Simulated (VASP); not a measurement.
Set up this calculation in VASP 6.6.1, as the native input.

```yaml
Task: single point
Functional: PBEsol
Potentials_or_basis: VASP PAW PBE potentials, release 64 (Mo_sv, S)
Cutoff: 520 eV
k_mesh: 6 × 6 × 2
Occupations: gaussian, width 0.01 eV
Spin: no spin polarisation
Dipole_correction: no
Further_INCAR_settings: ALGO = Normal; EDIFF = 1e-07; NBANDS = 35
```

The structure of MoS2 lies in POSCAR:

```
MoS2
1.0
    3.1728739285      0.0000000000      0.0000000000
   -1.5864369642      2.7477894251      0.0000000000
    0.0000000000      0.0000000000     12.4960617507
Mo S
2 4
Direct
    0.3333333333      0.6666666667      0.2500000000
    0.6666666667      0.3333333333      0.7500000000
    0.3333333333      0.6666666667      0.6259912579
    0.6666666667      0.3333333333      0.1259912579
    0.3333333333      0.6666666667      0.8740087421
    0.6666666667      0.3333333333      0.3740087421
```

This cell differs from its parent crystal: in-plane strain +0.01.

The input as run:

INCAR

```
SYSTEM = MoS2
PREC = Accurate
ENCUT = 520
EDIFF = 1E-7
ISMEAR = 0
SIGMA = 0.01
LREAL = .False.
LASPH = .True.
NELM = 80
ALGO = Normal
ISIF = 2
LWAVE = .False.
LCHARG = .True.
GGA = PS
LELF = .True.
LVHAR = .True.
NBANDS = 35
```

KPOINTS

```
regular mesh
0
Gamma
  6 6 2
  0 0 0
```

Potentials or basis: VASP PAW PBE potentials, release 64 (Mo_sv, S).

Run with:

```console
$ cat potpaw_PBE.64/Mo_sv/POTCAR potpaw_PBE.64/S/POTCAR > POTCAR
$ mpirun -np 1 vasp_std > vasp.out
```

Results of the run:

```json
{"Pressure": "-1.9 GPa", "Largest force": "0.021 eV/Å", "Band gap on the k mesh": "0.94 eV, indirect (least direct gap 1.63 eV)"}
```

Caveat: the cell differs from its parent crystal (in-plane strain +0.01); the PAW data sets were made with another functional, which shifts forces and pressure a little; this functional lacks dispersion, which binds the layers, so the pressure and a relaxed spacing across them are unreliable.

It took 22 s on 1 thread of Intel(R) Xeon(R) 6975P-C (Granite Rapids) (shared host), peak memory 0.23 GiB.
